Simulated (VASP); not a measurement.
TaBeBi3:

```
CELL_PARAMETERS angstrom
4.79835 0.00000 0.00000
0.00000 4.79835 0.00000
0.00000 0.00000 4.79835
ATOMIC_POSITIONS crystal
Ta 0.00000 0.00000 0.00000
Be 0.50000 0.50000 0.50000
Bi 0.00000 0.50000 0.50000
Bi 0.50000 0.00000 0.50000
Bi 0.50000 0.50000 0.00000
```

```yaml
Program: VASP 6.6.1
Task: relaxation of cell and atoms
Functional: PBE
Potentials_or_basis: VASP PAW PBE potentials, release 64 (Ta_pv, Be, Bi_d)
Cutoff: 600 eV
k_mesh: 4 × 4 × 4
Occupations: gaussian, width 0.1 eV
Spin: no spin polarisation
```

At the start: pressure 11.3 GPa; volume 22.10 Å³/atom.

Question: Where does the relaxation end?

Answer: Over 3 steps the energy falls by 101.6 meV/atom and the volume is 25.32 Å³/atom (+14.6 %); space group Pm-3m (No. 221, to 0.1 Å) before and after.

The path:
| step | energy change (eV) | largest force (eV/Å) | pressure (GPa) | volume (Å³) |
| --- | --- | --- | --- | --- |
| 1 | 0.0000 | 0.0000 | 11.35 | 110.48 |
| 2 | -0.3521 | 0.0000 | -4.25 | 137.44 |
| 3 | -0.5078 | 0.0000 | 0.01 | 126.62 |

Final structure:
```
CELL_PARAMETERS angstrom
5.02150 0.00000 0.00000
0.00000 5.02150 0.00000
0.00000 0.00000 5.02150
ATOMIC_POSITIONS crystal
Ta 0.00000 0.00000 0.00000
Be 0.50000 0.50000 0.50000
Bi 0.00000 0.50000 0.50000
Bi 0.50000 0.00000 0.50000
Bi 0.50000 0.50000 0.00000
```
